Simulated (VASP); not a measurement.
# Ir (Im-3m) in VASP: further runs

Ir is run at these levels: PBEsol; tasks: single point.

Everything below comes from runs of VASP 6.6.1. Logs are shortened: lines on timing, memory, paths and dates and some standing lists are left out, and cuts for length are marked.

## (1) The cell of the first run

Symmetry: Im-3m, No. 229, cubic system. Conventional cell: a = 2.993 Å, b = 2.993 Å, c = 2.993 Å, α = 90.00°, β = 90.00°, γ = 90.00°. Within 3.4 Å of Ir (site symmetry m-3m) lie 14 Ir at 2.59 to 2.99 Å.

## (2) Single point, PBEsol (volume scaled by 0.92)

Contents of INCAR:

```
ALGO     = Normal         # electronic algorithm
EDIFF    = 1E-6           # SCF threshold, eV
ENCUT    = 520            # plane-wave cutoff, eV
GGA      = PS             # functional
ISIF     = 2              # what is computed and relaxed
ISMEAR   = -1             # smearing method
LASPH    = T              # aspherical terms in the spheres
LCHARG   = F              # write CHGCAR
LREAL    = F              # projectors in reciprocal space
LWAVE    = F              # write WAVECAR
NBANDS   = 10             # bands
NELM     = 80             # most SCF steps
PREC     = Accurate       # precision mode
SIGMA    = 0.1            # smearing width, eV
```

Contents of KPOINTS:

```
k-points
0
Gamma
  16 16 16
```

Contents of POSCAR:

```
Ir
1.0
   -1.4964563177      1.4964563177      1.4964563177
    1.4964563177     -1.4964563177      1.4964563177
    1.4964563177      1.4964563177     -1.4964563177
Ir
1
Direct
    0.0000000000      0.0000000000      0.0000000000
```

Potentials or basis: VASP PAW PBE potentials, release 64 (Ir).

Command:

```sh
$ cat potpaw_PBE.64/Ir/POTCAR > POTCAR
$ mpirun -np 1 vasp_std > vasp.out
```

OUTCAR:

```text
EDIFF = 1E-6
   ENCUT = 520
   GGA = PS
   ISIF = 2
   ISMEAR = -1
   LASPH = T
   LREAL = F
   NELM = 80
   PREC = Accurate

 ion  position               nearest neighbor table
   1  0.000  0.000  0.000-

  LATTYP: Found a body centered cubic cell.
 ALAT       =     2.9929126354

  Lattice vectors:

 A1 = (  -1.4964563177,   1.4964563177,   1.4964563177)
 A2 = (   1.4964563177,  -1.4964563177,   1.4964563177)
 A3 = (   1.4964563177,   1.4964563177,  -1.4964563177)

Analysis of symmetry for initial positions (statically):
=====================================================================
 Subroutine PRICEL returns:
 Original cell was already a primitive cell.

 Routine SETGRP: Setting up the symmetry group for a
 body centered cubic supercell.

 Subroutine GETGRP returns: Found 48 space group operations
 (whereof 48 operations were pure point group operations)
 out of a pool of 48 trial point group operations.

The static configuration has the point symmetry O_h .

Analysis of symmetry for dynamics (positions and initial velocities):
=====================================================================
 Subroutine PRICEL returns:
 Original cell was already a primitive cell.

 Routine SETGRP: Setting up the symmetry group for a
 body centered cubic supercell.

 Subroutine GETGRP returns: Found 48 space group operations
 (whereof 48 operations were pure point group operations)
 out of a pool of 48 trial point group operations.

The dynamic configuration has the point symmetry O_h .

 Subroutine INISYM returns: Found 48 space group operations
 (whereof 48 operations are pure point group operations),
 and found     1 'primitive' translations

----------------------------------------------------------------------------------------

                                     Primitive cell

  volume of cell :      13.4045

  direct lattice vectors                    reciprocal lattice vectors
    -1.496456318  1.496456318  1.496456318     0.000000000  0.334122683  0.334122683
     1.496456318 -1.496456318  1.496456318     0.334122683  0.000000000  0.334122683
     1.496456318  1.496456318 -1.496456318     0.334122683  0.334122683  0.000000000

  length of vectors
     2.591938374  2.591938374  2.591938374     0.472520830  0.472520830  0.472520830

  position of ions in fractional coordinates (direct lattice)
     0.000000000  0.000000000  0.000000000

  ion indices of the primitive-cell ions
   primitive index   ion index
                 1           1

----------------------------------------------------------------------------------------

 KPOINTS: k-points

Automatic generation of k-mesh.
 Grid dimensions read from file:
 generate k-points for:   16   16   16

 Generating k-lattice:

  Cartesian coordinates                     Fractional coordinates (reciprocal lattice)
     0.000000000  0.020882668  0.020882668     0.062500000  0.000000000  0.000000000
     0.020882668  0.000000000  0.020882668     0.000000000  0.062500000  0.000000000
     0.020882668  0.020882668  0.000000000     0.000000000  0.000000000  0.062500000

  Length of vectors
     0.029532552  0.029532552  0.029532552

  Shift w.r.t. Gamma in fractional coordinates (k-lattice)
     0.000000000  0.000000000  0.000000000

 Subroutine IBZKPT returns following result:
 ===========================================

 Found    145 irreducible k-points:

 Following reciprocal coordinates:
            Coordinates               Weight
  0.000000  0.000000  0.000000      1.000000
  0.062500  0.000000  0.000000     12.000000
  0.125000  0.000000  0.000000     12.000000
  0.187500  0.000000  0.000000     12.000000
  0.250000  0.000000  0.000000     12.000000
  0.312500  0.000000  0.000000     12.000000
[... 16 lines left out ...]
  0.187500  0.187500  0.000000     24.000000
  0.250000  0.187500  0.000000     48.000000
 [... further k-points ...]
   k-points           NKPTS =    145   k-points in BZ     NKDIM =    145   number of bands    NBANDS=     10
   number of dos      NEDOS =    301   number of ions     NIONS =      1
   total plane-waves  NPLWV =   8000
   dimension x,y,z NGX =    20 NGY =   20 NGZ =   20
   dimension x,y,z NGXF=    40 NGYF=   40 NGZF=   40
   ions per type =               1
   NGX,Y,Z   is equivalent  to a cutoff of  12.83, 12.83, 12.83 a.u.
   NGXF,Y,Z  is equivalent  to a cutoff of  25.66, 25.66, 25.66 a.u.
 SYSTEM =  unknown system
   PREC   = accura    normal or accurate (medium, high low for compatibility)
   ISTART =      0    job   : 0-new  1-cont  2-samecut
   ICHARG =      2    charge: 1-file 2-atom 10-const
   ISPIN  =      1    spin polarized calculation?
   LNONCOLLINEAR =      F non collinear calculations
   LSORBIT =      F    spin-orbit coupling
   LASPH  =      T    aspherical Exc in radial PAW
   ENCUT  =  520.0 eV  38.22 Ry    6.18 a.u.   4.82  4.82  4.82*2*pi/ulx,y,z
   NELM   =     80;   NELMIN=  2; NELMDL= -5     # of ELM steps
   EDIFF  = 0.1E-05   stopping-criterion for ELM
   LREAL  =      F    real-space projection
   EDIFFG = 0.1E-04   stopping-criterion for IOM
   NSW    =      0    number of steps for IOM
   IBRION =     -1    ionic relax: 0-MD 1-quasi-New 2-CG
   NFREE  =      0    steps in history (QN), initial steepest desc. (CG)
   ISIF   =      2    stress and relaxation
   ISYM   =      2    0-nonsym 1-usesym 2-fastsym
   POTIM  = 0.5000    time-step for ionic-motion
   TEBEG  =    0.0;   TEEND  =   0.0 temperature during run
   PSTRESS=    0.0 pullay stress
   NELECT =       9.0000    total number of electrons
   NUPDOWN=      -1.0000    fix difference up-down
   EMIN   =  10.00;   EMAX   =-10.00  energy-range for DOS
   EFERMI =   0.00;   METHOD = LEGACY
   ISMEAR =    -1;   SIGMA  =   0.10  broadening in eV -4-tet -1-fermi 0-gaus
   EFERMI_NEDOS =   21; number of points for ismear=-14 and -15
   IALGO  =     38    algorithm
   IMIX   =      4    mixing-type and parameters
     AMIX     =   0.40;   BMIX     =  1.00
     AMIX_MAG =   1.60;   BMIX_MAG =  1.00
  volume/ion in A,a.u.               =      13.40        90.46
  Fermi-wavevector in a.u.,A,eV,Ry     =   1.433524  2.708968 27.959850  2.054991
  Thomas-Fermi vector in A             =   2.553033
   LORBIT       =      0    0 simple, 1 ext, 2 COOP (PROOUT), +10 PAW based schemes
   GGA     = PS    functional components
   LHFCALC =     F    Hartree Fock is set to
   AEXX    =    0.0000 exact exchange contribution
   IVDW    =     0    specifies the selected vdW correction
   LEPSILON=     F    determine dielectric tensor
   LRPA    =     F    only Hartree local field effects (RPA)
 non-spin polarized calculation
  energy-cutoff  :      520.00
  volume of cell :       13.40
 maximum number of plane-waves:       372
   NGX =  9   NGY =  9   NGZ =  9

 number of electron       9.0000002 magnetization

 Free energy of the ion-electron system (eV)
  ---------------------------------------------------
  ext. energy  EPLUGINS =         0.00000000
  ---------------------------------------------------
  free energy    TOTEN  =        -9.05522796 eV

  energy without entropy =       -8.98760630  energy(sigma->0) =       -9.02141713

 E-fermi :  10.9361     XC(G=0): -14.4032

 val. band max:       10.9330902752   @ k =  -0.3125   0.3125   0.0625
 cond. band min:      10.9570384298   @ k =   0.2500   0.1875   0.0000
 fundamental gap:      0.0239481546
 Fermi energy:        10.9361259741

 k-point     1 :       0.0000    0.0000    0.0000
  band No.  band energies     occupation
      1      -0.5713      2.00000
      2       6.8758      2.00000
      3       6.8758      2.00000
      4       6.8758      2.00000
      5      10.2993      1.99658
      6      10.2993      1.99658
      7      27.8759      0.00000
      8      27.8759      0.00000
      9      27.8759      0.00000
     10      39.8705      0.00000

 k-point     2 :       0.0625    0.0000    0.0000
  band No.  band energies     occupation
      1      -0.3760      2.00000
      2       6.7802      2.00000
      3       6.8684      2.00000
      4       7.0540      2.00000
      5      10.1628      1.99912
      6      10.3051      1.99637
      7      28.0040      0.00000
      8      28.1879      0.00000
      9      28.1945      0.00000
     10      38.1572      0.00000

 k-point     3 :       0.1250    0.0000    0.0000
  band No.  band energies     occupation
      1       0.1834      2.00000
      2       6.5172      2.00000
      3       6.8239      2.00000
      4       7.5796      2.00000
      5       9.8718      1.99995
      6      10.3286      1.99541
      7      28.2528      0.00000
      8      28.8770      0.00000
      9      29.0934      0.00000
     10      36.1042      0.00000

 k-point     4 :       0.1875    0.0000    0.0000
  band No.  band energies     occupation
      1       1.0120      2.00000
      2       6.1467      2.00000
      3       6.7298      2.00000
      4       8.4244      2.00000
      5       9.6702      1.99999
      6      10.3824      1.99216
      7      28.1656      0.00000
      8      28.9890      0.00000
      9      30.5116      0.00000
     10      35.0417      0.00000
[... 222 lines left out ...]
 k-point    22 :       0.4375    0.1250    0.0000
  band No.  band energies     occupation
      1       3.0613      2.00000
      2       4.9624      2.00000
      3       8.7322      2.00000
      4      10.0286      1.99977
      5      11.5329      0.00511
      6      15.1703      0.00000
      7      19.4061      0.00000
      8      24.5113      0.00000
      9      27.6982      0.00000
     10      36.1084      0.00000

 k-point    23 :       0.1875    0.1875    0.0000
  band No.  band energies     occupation
      1       3.1607      2.00000
      2       5.6780      2.00000
      3       5.9872      2.00000
      4       9.4444      2.00000
      5      10.8564      1.37898
      6      11.8446      0.00023
      7      25.2128      0.00000
      8      27.4268      0.00000
      9      30.2093      0.00000
     10      31.9965      0.00000

 k-point    24 :       0.2500    0.1875    0.0000
  band No.  band energies     occupation
      1       3.5972      2.00000
      2       5.4081      2.00000
      3       6.4118      2.00000
      4       9.6619      1.99999
      5      10.9570      0.89582
      6      13.4698      0.00000
      7      23.0878      0.00000
      8      26.1752      0.00000
      9      28.9291      0.00000
     10      33.0850      0.00000

 [... further k-points ...]
[... 5 lines left out ...]
  --------------------------------------------------------------------------------------
  -------------------------------------------------------------------------------------
  Total        3.0783903      3.0783903      3.0783903      0.0000000     -0.0000000      0.0000000
  in kB      367.9443574    367.9443574    367.9443574      0.0000000     -0.0000000      0.0000000
  external PRESSURE =     367.9443574 kB  Pullay stress =       0.0000000 kB

 VOLUME and BASIS-vectors are now :
 -----------------------------------------------------------------------------
  energy-cutoff  :      520.00
  volume of cell :       13.40
      direct lattice vectors                 reciprocal lattice vectors
    -1.496456318  1.496456318  1.496456318     0.000000000  0.334122683  0.334122683
     1.496456318 -1.496456318  1.496456318     0.334122683  0.000000000  0.334122683
     1.496456318  1.496456318 -1.496456318     0.334122683  0.334122683  0.000000000

 POSITION                                       TOTAL-FORCE (eV/Angst)
 -----------------------------------------------------------------------------------
      0.00000      0.00000      0.00000        -0.000000     -0.000000      0.000000
 -----------------------------------------------------------------------------------
    total drift:                                0.000000      0.000000      0.000000

  FREE ENERGIE OF THE ION-ELECTRON SYSTEM (eV)
  ---------------------------------------------------
  free  energy   TOTEN  =        -9.0552279629 eV

  energy  without entropy=       -8.9876062964  energy(sigma->0) =       -9.02141713
```

Wall time 8.5 s (1 thread of Intel Xeon 6975P-C (Granite Rapids), shared host); peak memory 0.14 GiB.

Results:

| Item | Value |
| --- | --- |
| Free energy | -9.0552 eV |
| Pressure | 36.8 GPa |

Levels at points of the mesh, in eV from the Fermi level:
```
           k point  band 2  band 3  band 4  band 5  band 6  band 7
(0.00, 0.00, 0.00)   -4.06   -4.06   -4.06   -0.64   -0.64   16.94
(0.50, 0.00, 0.00)   -6.14   -0.80   -0.26   -0.03    2.61    8.92
(0.50, 0.50, 0.50)   -7.99    1.79    1.79    1.79    8.21    8.21
```

Caveat: the PAW data sets were made with another functional, which shifts forces and pressure a little; spin-orbit coupling is left out, which moves the levels of the heavy elements.

(Part 1 of 2 ends here.)
